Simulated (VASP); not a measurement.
# SnSe2 in VASP: a series of runs

SnSe2 is run at these levels: PBE+D3(BJ); tasks: single point.

Program: VASP 6.6.1. These are calculated values, not measurements. Logs are shortened: lines on timing, memory, paths and dates and some standing lists are left out, and cuts for length are marked.

### Step 1. The cell of the first run

The cell holds a slab with vacuum, 3 atoms: a = 3.824 Å, b = 3.824 Å, c = 23.069 Å, α = 90.00°, β = 90.00°, γ = 120.00°.

### Step 2. Single point, PBE+D3(BJ)

Input file INCAR:

```
PREC = Accurate ; ENCUT = 520
EDIFF = 1E-7 ; ISMEAR = 0
SIGMA = 0.05 ; LREAL = F
LASPH = T ; NELM = 100
ALGO = Normal ; ISIF = 2
LWAVE = F ; LCHARG = T
LDIPOL = T ; IDIPOL = 3
DIPOL = 0.5 0.5 0.500 ; GGA = PE
IVDW = 12 ; LELF = T
LVHAR = T ; LVACPOTAV = T
NBANDS = 20
```

Input file KPOINTS:

```
regular mesh
0
Gamma
  12 12 1
```

Input file POSCAR:

```
SnSe2
1.0
    3.8244691777      0.0000000000      0.0000000000
   -1.9122345888      3.3120874638      0.0000000000
    0.0000000000      0.0000000000     23.0685001926
Se Sn
2 1
Direct
    0.6666666667      0.3333333333      0.4305986108
    0.3333333333      0.6666666667      0.5694013831
    0.0000000000      0.0000000000      0.5000000061
```

Potentials or basis: VASP PAW PBE potentials, release 64 (Se, Sn_d).

Started as:

```
cat potpaw_PBE.64/Se/POTCAR potpaw_PBE.64/Sn_d/POTCAR > POTCAR
mpirun -np 1 vasp_std > vasp.out
```

OUTCAR:

```text
PREC = Accurate
   ENCUT = 520
   EDIFF = 1E-7
   ISMEAR = 0
   LREAL = F
   LASPH = T
   NELM = 100
   ISIF = 2
   GGA = PE
   IVDW = 12
 IVDW          = 12

 ion  position               nearest neighbor table
   1  0.667  0.333  0.431-   3 2.73   3 2.73   3 2.73
   2  0.333  0.667  0.569-   3 2.73   3 2.73   3 2.73
   3  0.000  0.000  0.500-   2 2.73   2 2.73   2 2.73   1 2.73   1 2.73   1 2.73

  LATTYP: Found a hexagonal cell.
 ALAT       =     3.8244691777
 C/A-ratio  =     6.0318175205

  Lattice vectors:

 A1 = (   3.8244691777,   0.0000000000,   0.0000000000)
 A2 = (  -1.9122345888,   3.3120874638,   0.0000000000)
 A3 = (   0.0000000000,   0.0000000000,  23.0685001926)

Analysis of symmetry for initial positions (statically):
=====================================================================
 Subroutine PRICEL returns:
 Original cell was already a primitive cell.

 Routine SETGRP: Setting up the symmetry group for a
 hexagonal supercell.

 Subroutine GETGRP returns: Found 12 space group operations
 (whereof 12 operations were pure point group operations)
 out of a pool of 24 trial point group operations.

The static configuration has the point symmetry D_3d.

Analysis of symmetry for dynamics (positions and initial velocities):
=====================================================================
 Subroutine PRICEL returns:
 Original cell was already a primitive cell.

 Routine SETGRP: Setting up the symmetry group for a
 hexagonal supercell.

 Subroutine GETGRP returns: Found 12 space group operations
 (whereof 12 operations were pure point group operations)
 out of a pool of 24 trial point group operations.

The dynamic configuration has the point symmetry D_3d.

 Subroutine INISYM returns: Found 12 space group operations
 (whereof 12 operations are pure point group operations),
 and found     1 'primitive' translations

----------------------------------------------------------------------------------------

                                     Primitive cell

  volume of cell :     292.2081

  direct lattice vectors                    reciprocal lattice vectors
     3.824469178  0.000000000  0.000000000     0.261474195  0.150962197  0.000000000
    -1.912234589  3.312087464  0.000000000     0.000000000  0.301924394  0.000000000
     0.000000000  0.000000000 23.068500193     0.000000000  0.000000000  0.043349155
[... 80 lines left out ...]
   EDIFF  = 0.1E-06   stopping-criterion for ELM
   LREAL  =      F    real-space projection
   EDIFFG = 0.1E-05   stopping-criterion for IOM
   NSW    =      0    number of steps for IOM
   IBRION =     -1    ionic relax: 0-MD 1-quasi-New 2-CG
   NFREE  =      0    steps in history (QN), initial steepest desc. (CG)
   ISIF   =      2    stress and relaxation
   ISYM   =      2    0-nonsym 1-usesym 2-fastsym
   POTIM  = 0.5000    time-step for ionic-motion
   TEBEG  =    0.0;   TEEND  =   0.0 temperature during run
   PSTRESS=    0.0 pullay stress
   NELECT =      26.0000    total number of electrons
   NUPDOWN=      -1.0000    fix difference up-down
   EMIN   =  10.00;   EMAX   =-10.00  energy-range for DOS
   EFERMI =   0.00;   METHOD = LEGACY
   ISMEAR =     0;   SIGMA  =   0.05  broadening in eV -4-tet -1-fermi 0-gaus
   EFERMI_NEDOS =   21; number of points for ismear=-14 and -15
   IALGO  =     38    algorithm
   IMIX   =      4    mixing-type and parameters
     AMIX     =   0.40;   BMIX     =  1.00
     AMIX_MAG =   1.60;   BMIX_MAG =  1.00
  volume/ion in A,a.u.               =      97.40       657.31
  Fermi-wavevector in a.u.,A,eV,Ry     =   0.730862  1.381128  7.267671  0.534159
  Thomas-Fermi vector in A             =   1.822936
   LORBIT       =      0    0 simple, 1 ext, 2 COOP (PROOUT), +10 PAW based schemes
   GGA     = PE    functional components
   LHFCALC =     F    Hartree Fock is set to
   AEXX    =    0.0000 exact exchange contribution
   IVDW    =    12    specifies the selected vdW correction
   LEPSILON=     F    determine dielectric tensor
   LRPA    =     F    only Hartree local field effects (RPA)
 non-spin polarized calculation
 Gauss-broadening in eV      SIGMA  =   0.05
  energy-cutoff  :      520.00
  volume of cell :      292.21
 maximum number of plane-waves:      7929
   NGX = 15   NGY = 15   NGZ = 85

 dipolmoment           0.000000      0.000000     -0.000000 electrons x Angstroem

 number of electron      26.0000007 magnetization

 dipolmoment           0.000000      0.000000      0.000000 electrons x Angstroem

 Free energy of the ion-electron system (eV)
  ---------------------------------------------------
  ext. energy  EPLUGINS =         0.00000000
  ---------------------------------------------------
  free energy    TOTEN  =       -11.85469346 eV

  energy without entropy =      -11.85469346  energy(sigma->0) =      -11.85469346

 E-fermi :  -3.0407     XC(G=0):  -2.9791

 val. band max:       -3.3153920208   @ k =   0.0833  -0.0000   0.0000
 cond. band min:      -2.5414966132   @ k =   0.5000  -0.0000   0.0000
 fundamental gap:      0.7738954076
 Fermi energy:        -3.0406779073

 k-point     1 :       0.0000    0.0000    0.0000
  band No.  band energies     occupation
      1     -24.4733      2.00000
      2     -24.4733      2.00000
      3     -24.4339      2.00000
      4     -24.4246      2.00000
      5     -24.4246      2.00000
      6     -16.8154      2.00000
[... 426 lines left out ...]
     19       5.4114      0.00000
     20       5.4153      0.00000

------------------------ aborting loop because EDIFF is reached ----------------------------------------

 Edisp (eV)   -0.75771

 E8    (eV) :    -0.3535

  FORCE on cell =-STRESS in cart. coord.  units (eV):
  Direction    XX          YY          ZZ          XY          YZ          ZX
  --------------------------------------------------------------------------------------
  -------------------------------------------------------------------------------------
  Total       0.01568     0.01568     0.01583     0.00000     0.00000    -0.00000
  in kB       0.08595     0.08595     0.08681     0.00000     0.00000    -0.00000
  external pressure =        0.09 kB  Pullay stress =        0.00 kB

 VOLUME and BASIS-vectors are now :
 -----------------------------------------------------------------------------
  energy-cutoff  :      520.00
  volume of cell :      292.21
      direct lattice vectors                 reciprocal lattice vectors
     3.824469178  0.000000000  0.000000000     0.261474195  0.150962197  0.000000000
    -1.912234589  3.312087464  0.000000000     0.000000000  0.301924394  0.000000000
     0.000000000  0.000000000 23.068500193     0.000000000  0.000000000  0.043349155

 POSITION                                       TOTAL-FORCE (eV/Angst)
 -----------------------------------------------------------------------------------
      1.91223      1.10403      9.93326        -0.000000     -0.000000     -0.009801
     -0.00000      2.20806     13.13524         0.000000      0.000000      0.009801
      0.00000      0.00000     11.53425         0.000000      0.000000     -0.000000
 -----------------------------------------------------------------------------------
    total drift:                               -0.000000     -0.000000     -0.000036

  FREE ENERGIE OF THE ION-ELECTRON SYSTEM (eV)
  ---------------------------------------------------
  free  energy   TOTEN  =       -12.6124028859 eV

  energy  without entropy=      -12.6124028859  energy(sigma->0) =      -12.61240289

 vacuum level on the upper side and lower side of the slab         2.657         2.657
```

OSZICAR:

```text
N       E                     dE             d eps       ncg     rms          rms(c)
DAV:   1     0.176588179650E+03    0.17659E+03   -0.10942E+04   888   0.103E+03
DAV:   2     0.840861298631E+01   -0.16818E+03   -0.16278E+03  1000   0.218E+02
DAV:   3    -0.114972757072E+02   -0.19906E+02   -0.19723E+02   964   0.896E+01
[... 14 lines left out ...]
DAV:  18    -0.118546923597E+02   -0.23740E-05   -0.39859E-08   844   0.133E-03    0.178E-04
DAV:  19    -0.118546931049E+02   -0.74519E-06   -0.12393E-08   764   0.413E-04    0.165E-04
DAV:  20    -0.118546932588E+02   -0.15389E-06   -0.28048E-09   812   0.208E-04    0.132E-04
DAV:  21    -0.118546933610E+02   -0.10222E-06   -0.82927E-10   752   0.154E-04    0.326E-05
DAV:  22    -0.118546934571E+02   -0.96080E-07   -0.94791E-10   716   0.136E-04
   1 F= -.12612403E+02 E0= -.12612403E+02  d E =-.130349E-15
```

stdout:

```text
POSCAR found type information on POSCAR SeSn
 POSCAR found :  2 types and       3 ions
 scaLAPACK will be used
 LDA part: xc-table for (Slater+PW92), standard interpolation
 POSCAR, INCAR and KPOINTS ok, starting setup
 FFT: planning ... GRIDC
 FFT: planning ... GRID_SOFT
 FFT: planning ... GRID
 WAVECAR not read
 entering main loop
 -----------------------------------------------------------------------------
|                                                                             |
|           W    W    AA    RRRRR   N    N  II  N    N   GGGG   !!!           |
|           W    W   A  A   R    R  NN   N  II  NN   N  G    G  !!!           |
|           W    W  A    A  R    R  N N  N  II  N N  N  G       !!!           |
|           W WW W  AAAAAA  RRRRR   N  N N  II  N  N N  G  GGG   !            |
|           WW  WW  A    A  R   R   N   NN  II  N   NN  G    G                |
|           W    W  A    A  R    R  N    N  II  N    N   GGGG   !!!           |
|                                                                             |
|     Did not find any points to average over, which means that no vacuum     |
|     field-free region was found. Please increase the size of  your cell     |
|     in the dimension of the dipole correction to obtain accurate            |
|     workfunction values.                                                    |
|                                                                             |
 -----------------------------------------------------------------------------
```

Wall time 4 min (1 thread of Intel Xeon 6975P-C, shared host); peak memory 0.44 GiB.

Results:

| Item | Value |
| --- | --- |
| Free energy | -12.6124 eV |
| Largest force | 0.010 eV/Å |
| Band gap on the k mesh | 0.77 eV, indirect (least direct gap 1.11 eV) |
| Dispersion energy per atom | -0.253 eV |

Forces in eV/Å, atoms in the order of the input:
```
Se   0.000  0.000 -0.010
Se   0.000  0.000  0.010
Sn   0.000  0.000  0.000
```

Caveat: spin-orbit coupling is left out, which moves the levels of the heavy elements.

### Step 3. Single point, PBE+D3(BJ)

This run uses another cell than the first one, of 97.97 Å³/atom, 1.006 times its volume.

Input file INCAR:

```
PREC = Accurate ; ENCUT = 520
EDIFF = 1E-7 ; ISMEAR = 0
SIGMA = 0.05 ; LREAL = F
LASPH = T ; NELM = 60
ALGO = Normal ; ISIF = 2
LWAVE = F ; LCHARG = F
LDIPOL = T ; IDIPOL = 3
DIPOL = 0.5 0.5 0.500 ; GGA = PE
IVDW = 12 ; NBANDS = 20
```

Input file KPOINTS:

```
Automatic mesh
0
Gamma
  27 27 1
```

Input file POSCAR:

```
SnSe2
1.0
    3.8244691777      0.0000000000      0.0000000000
   -1.9122345888      3.3120874638      0.0000000000
    0.0000000000      0.0000000000     23.2019717807
Se Sn
2 1
Direct
    0.6666666667      0.3333333333      0.4309978520
    0.3333333333      0.6666666667      0.5690021480
    0.0000000000      0.0000000000      0.5000000091
```

Potentials or basis: VASP PAW PBE potentials, release 64 (Se, Sn_d).

Started as:

```
cat potpaw_PBE.64/Se/POTCAR potpaw_PBE.64/Sn_d/POTCAR > POTCAR
mpirun -np 1 vasp_std > vasp.out
```

OUTCAR:

```text
PREC = Accurate
   ENCUT = 520
   EDIFF = 1E-7
   ISMEAR = 0
   LREAL = F
   LASPH = T
   NELM = 60
   ISIF = 2
   GGA = PE
   IVDW = 12
 IVDW          = 12

 ion  position               nearest neighbor table
   1  0.667  0.333  0.431-   3 2.73   3 2.73   3 2.73
   2  0.333  0.667  0.569-   3 2.73   3 2.73   3 2.73
   3  0.000  0.000  0.500-   2 2.73   2 2.73   2 2.73   1 2.73   1 2.73   1 2.73

  LATTYP: Found a hexagonal cell.
 ALAT       =     3.8244691777
 C/A-ratio  =     6.0667168966

  Lattice vectors:

 A1 = (   3.8244691777,   0.0000000000,   0.0000000000)
 A2 = (  -1.9122345888,   3.3120874638,   0.0000000000)
 A3 = (   0.0000000000,   0.0000000000,  23.2019717807)

Analysis of symmetry for initial positions (statically):
=====================================================================
 Subroutine PRICEL returns:
 Original cell was already a primitive cell.

 Routine SETGRP: Setting up the symmetry group for a
 hexagonal supercell.

 Subroutine GETGRP returns: Found 12 space group operations
 (whereof 12 operations were pure point group operations)
 out of a pool of 24 trial point group operations.

The static configuration has the point symmetry D_3d.

Analysis of symmetry for dynamics (positions and initial velocities):
=====================================================================
 Subroutine PRICEL returns:
 Original cell was already a primitive cell.

 Routine SETGRP: Setting up the symmetry group for a
 hexagonal supercell.

 Subroutine GETGRP returns: Found 12 space group operations
 (whereof 12 operations were pure point group operations)
 out of a pool of 24 trial point group operations.

The dynamic configuration has the point symmetry D_3d.

 Subroutine INISYM returns: Found 12 space group operations
 (whereof 12 operations are pure point group operations),
 and found     1 'primitive' translations

[... 117 lines left out ...]
  volume/ion in A,a.u.               =      97.97       661.11
  Fermi-wavevector in a.u.,A,eV,Ry     =   0.729458  1.378475  7.239772  0.532108
  Thomas-Fermi vector in A             =   1.821184
   LORBIT       =      0    0 simple, 1 ext, 2 COOP (PROOUT), +10 PAW based schemes
   GGA     = PE    functional components
   LHFCALC =     F    Hartree Fock is set to
   AEXX    =    0.0000 exact exchange contribution
   IVDW    =    12    specifies the selected vdW correction
   LEPSILON=     F    determine dielectric tensor
   LRPA    =     F    only Hartree local field effects (RPA)
 non-spin polarized calculation
 Gauss-broadening in eV      SIGMA  =   0.05
  energy-cutoff  :      520.00
  volume of cell :      293.90
 maximum number of plane-waves:      7953
   NGX = 15   NGY = 15   NGZ = 87

 number of electron      26.0000003 magnetization

 dipolmoment           0.000000      0.000000     -0.000001 electrons x Angstroem

 Free energy of the ion-electron system (eV)
  ---------------------------------------------------
  ext. energy  EPLUGINS =         0.00000000
  ---------------------------------------------------
  free energy    TOTEN  =       -11.85475500 eV

  energy without entropy =      -11.85475500  energy(sigma->0) =      -11.85475500

 E-fermi :  -3.1131     XC(G=0):  -2.9699

 val. band max:       -3.3189360132   @ k =   0.1111  -0.0000   0.0000
 cond. band min:      -2.5504809525   @ k =   0.4815  -0.0000   0.0000
 fundamental gap:      0.7684550607
 Fermi energy:        -3.1131466978

 k-point     1 :       0.0000    0.0000    0.0000
  band No.  band energies     occupation
      1     -24.4886      2.00000
      2     -24.4886      2.00000
      3     -24.4492      2.00000
      4     -24.4399      2.00000
      5     -24.4399      2.00000
      6     -16.8308      2.00000
[... 541 lines left out ...]
     19       4.0262      0.00000
     20       4.5005      0.00000

 [... further k-points ...]

------------------------ aborting loop because EDIFF is reached ----------------------------------------

 vacuum level on the upper side and lower side of the slab       (xc-potential included)        -0.102        -0.102

 Edisp (eV)   -0.75769

 E8    (eV) :    -0.3535

  FORCE on cell =-STRESS in cart. coord.  units (eV):
  Direction    XX          YY          ZZ          XY          YZ          ZX
  --------------------------------------------------------------------------------------
  -------------------------------------------------------------------------------------
  Total       0.01548     0.01548     0.01641     0.00000     0.00000    -0.00000
  in kB       0.08436     0.08436     0.08948     0.00000     0.00000    -0.00000
  external pressure =        0.09 kB  Pullay stress =        0.00 kB

 VOLUME and BASIS-vectors are now :
 -----------------------------------------------------------------------------
  energy-cutoff  :      520.00
  volume of cell :      293.90
      direct lattice vectors                 reciprocal lattice vectors
     3.824469178  0.000000000  0.000000000     0.261474195  0.150962197  0.000000000
    -1.912234589  3.312087464  0.000000000     0.000000000  0.301924394  0.000000000
     0.000000000  0.000000000 23.201971781     0.000000000  0.000000000  0.043099785

 POSITION                                       TOTAL-FORCE (eV/Angst)
 -----------------------------------------------------------------------------------
      1.91223      1.10403     10.00000         0.000000     -0.000000     -0.010013
     -0.00000      2.20806     13.20197        -0.000000      0.000000      0.010013
      0.00000      0.00000     11.60099         0.000000      0.000000     -0.000000
 -----------------------------------------------------------------------------------
    total drift:                               -0.000000     -0.000000     -0.000212

  FREE ENERGIE OF THE ION-ELECTRON SYSTEM (eV)
  ---------------------------------------------------
  free  energy   TOTEN  =       -12.6124486328 eV

  energy  without entropy=      -12.6124486328  energy(sigma->0) =      -12.61244863

 vacuum level on the upper side and lower side of the slab         2.545         2.545
```

stdout:

```text
POSCAR found type information on POSCAR SeSn
 POSCAR found :  2 types and       3 ions
 scaLAPACK will be used
 LDA part: xc-table for (Slater+PW92), standard interpolation
 POSCAR, INCAR and KPOINTS ok, starting setup
 FFT: planning ... GRIDC
 FFT: planning ... GRID_SOFT
 FFT: planning ... GRID
 WAVECAR not read
 entering main loop
```

Run time: 12 min. Hardware: 1 thread of Intel Xeon 6975P-C, shared host; peak memory 0.69 GiB.

What came out:

```
Free energy                : -12.6124 eV
Largest force              : 0.010 eV/Å
Band gap on the k mesh     : 0.77 eV, indirect (least direct gap 1.12 eV)
Dispersion energy per atom : -0.253 eV
```

Forces on the atoms (eV/Å):
```
Se   0.000  0.000 -0.010
Se   0.000  0.000  0.010
Sn   0.000  0.000  0.000
```

Caveat: spin-orbit coupling is left out, which moves the levels of the heavy elements.
